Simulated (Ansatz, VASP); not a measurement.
# KBr in VASP and in Ansatz

```xyz
2
Lattice="0.0000 3.6883 3.6883 3.6883 0.0000 3.6883 3.6883 3.6883 0.0000" Properties=species:S:1:pos:R:3 pbc="T T T"
K     0.0000    0.0000    0.0000
Br    1.8441    1.8441    1.8441
```

Alike in both runs: task single point; functional PBE; k mesh 6 × 6 × 6; non-collinear spin, spin-orbit coupling.

```csv
,VASP,Ansatz
version,VASP 6.6.1,Ansatz 0.2.0
potentials or method,"VASP PAW PBE potentials, release 64 (K_sv, Br)","plane waves, PAW"
plane-wave cutoff (eV),520,420
occupations,"gaussian, width 0.01 eV",fixed
valence electrons in the cell,16,16
```

|  | VASP | Ansatz | Ansatz less VASP |
| --- | --- | --- | --- |
| pressure (GPa) | 0.3 | 0.3 | -0.02 |
| net moment per atom (μB) | 0.00 | 0.00 | 0.000 |
